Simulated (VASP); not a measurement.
A run of VASP 6.6.1 is set up as follows.

The input INCAR:

```
ALGO     = Normal         # electronic algorithm
EDIFF    = 1E-7           # SCF threshold, eV
EDIFFG   = -0.01          # ionic threshold
ENCUT    = 1340           # plane-wave cutoff, eV
GGA      = PS             # functional
GGA_COMPAT= F            
IBRION   = 2              # ionic algorithm
ISIF     = 3              # what is computed and relaxed
ISMEAR   = -1             # smearing method
LASPH    = T              # aspherical terms in the spheres
LCHARG   = F              # write CHGCAR
LREAL    = F              # projectors in reciprocal space
LWAVE    = F              # write WAVECAR
NELM     = 120            # most SCF steps
NELMIN   = 4            
NSW      = 100            # ionic steps
PREC     = Accurate       # precision mode
SIGMA    = 0.03           # smearing width, eV
```

KPOINTS

```
k-points
0
Gamma
  9 9 6
```

POSCAR

```
ZnO
1.0
    2.9745426332      0.0000000000      0.0000000000
   -1.4872713166      2.5760294850      0.0000000000
    0.0000000000      0.0000000000      3.7179807000
Zn O
2 2
Direct
    0.3333333333      0.6666666667      0.2500000000
    0.6666666667      0.3333333333      0.7500000000
    0.6666666667      0.3333333333      0.2500000000
    0.3333333333      0.6666666667      0.7500000000
```

Potentials or basis: VASP PAW PBE potentials, release 64 (Zn, O_h).

Run with:

```sh
$ cat potpaw_PBE.64/Zn/POTCAR potpaw_PBE.64/O_h/POTCAR > POTCAR
$ mpirun -np 1 vasp_std > vasp.out
```

**Question.** Predict the relaxed cell.

**Answer.** a = 3.420 Å, b = 3.420 Å, c = 4.489 Å, α = 90.00°, β = 90.00°, γ = 120.00°.

**Question.** Predict the relaxed volume.

**Answer.** 11.37 Å³/atom.

**Question.** Predict the space group after relaxing (to 0.1 Å).

**Answer.** P6_3/mmc (No. 194).

Step by step:
| step | energy change (eV) | largest force (eV/Å) | pressure (GPa) | volume (Å³) |
| --- | --- | --- | --- | --- |
| 1 | 0.0000 | 0.0000 | 204.21 | 28.49 |
| 2 | -1.1100 | 0.0000 | -31.56 | 84.70 |
| 3 | -6.9469 | 0.0000 | -8.15 | 48.09 |
| 4 | -7.0027 | 0.0000 | -4.24 | 46.65 |
| 5 | -7.0203 | 0.0000 | 0.25 | 45.27 |
| 6 | -7.0192 | 0.0000 | -1.13 | 45.66 |
| 7 | -7.0271 | 0.0000 | 0.57 | 45.19 |
| 8 | -7.0283 | 0.0000 | 1.51 | 44.95 |
| 9 | -7.0338 | 0.0000 | 0.80 | 45.20 |
| 10 | -7.0355 | 0.0000 | -0.02 | 45.56 |
| 11 | -7.0357 | 0.0000 | 0.08 | 45.47 |

Caveat: the volume moved by over 15 % at a fixed basis, so the end points are rough; the PAW data sets were made with another functional, which shifts forces and pressure a little.
